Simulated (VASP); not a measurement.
MnO: single point with PBE+U

MnO:

```
Mn O
1.0
     3.45837    0.00000    0.00000
    -1.72919    2.99504    0.00000
     0.00000    0.00000    5.11894
Mn O
2 2
Cartesian
  0.0000 1.9967 -0.0548
  1.7292 0.9983 2.5046
  0.0000 1.9967 2.0330
  1.7292 0.9983 4.5924
```

```yaml
Program: VASP 6.6.1
Task: single point
Functional: PBE
Potentials_or_basis: VASP PAW PBE potentials, release 64 (Mn_pv, O)
Cutoff: 520 eV
k_mesh: 8 × 8 × 4
Occupations: gaussian, width 0.05 eV
Spin: collinear spin, ferromagnetic start
Starting_moments: "[4.35, 4.35, 0.0, 0.0] μB"
Hubbard_terms: Mn d U = 3.9 eV
Dipole_correction: no
Further_INCAR_settings: ALGO = Normal; EDIFF = 1e-06; NBANDS = 31
```

| Item | Value |
| --- | --- |
| Pressure | 8.7 GPa |
| Largest force | 0.035 eV/Å |
| Band gap on the k mesh | zero (filled and empty bands touch) |
| Net moment | 10.00 μB per cell |
| Site moments | Mn +4.59; O +0.12 μB |
| Valence electrons inside the program's atomic spheres | Mn 11.42; O 5.03 |

Forces in eV/Å, atoms in the order of the input:
```
Mn   0.000  0.000 -0.035
Mn   0.000  0.000 -0.035
O    0.000  0.000  0.035
O    0.000  0.000  0.035
```

Stress tensor (GPa, compression positive):
```
8.94 0.00 0.00
0.00 8.94 0.00
0.00 0.00 8.34
```

Levels at points of the mesh, in eV from the Fermi level:
Spin up:
```csv
k point,band 22,band 23,band 24,band 25,band 26,band 27
"(0.00, 0.00, 0.00)",-0.71,-0.46,0.00,0.00,4.49,6.75
"(0.50, 0.00, 0.00)",-2.43,-1.26,-1.15,4.78,4.96,6.83
"(0.00, 0.00, 0.50)",-0.36,-0.36,-0.36,2.13,2.13,9.64
"(0.50, 0.00, 0.50)",-1.73,-1.14,-1.14,4.52,4.52,7.04
```
Spin down:
```
           k point  band 11  band 12  band 13  band 14  band 15  band 16  band 17  band 18
(0.00, 0.00, 0.00)    -4.04    -3.95    -3.95    -3.29     0.61     3.38     3.38     3.92
(0.50, 0.00, 0.00)    -4.34    -4.02    -3.64    -3.64     2.17     2.79     3.28     3.47
(0.00, 0.00, 0.50)    -4.01    -4.01    -4.01    -4.01     2.83     2.83     4.04     4.04
(0.50, 0.00, 0.50)    -3.85    -3.85    -3.75    -3.75     2.80     2.80     3.99     3.99
```

Eigenvalues of the final occupation matrices:
```
    site  spin  trace               eigenvalues
site 1 d     1   4.74  0.94 0.94 0.95 0.95 0.95
site 1 d     2   0.23  0.02 0.02 0.06 0.06 0.07
site 2 d     1   4.74  0.94 0.94 0.95 0.95 0.95
site 2 d     2   0.23  0.02 0.02 0.06 0.06 0.07
```

Wall time 2.1 min on 1 thread of AMD EPYC 7R43 64-Core Processor (Zen 3), on a shared host, peak memory 0.19 GiB.

Caveat: the cell stands under pressure; the run started ferromagnetic, and an antiferromagnetic order may lie lower in energy. The state reached can hang on the start; a lower one may exist.
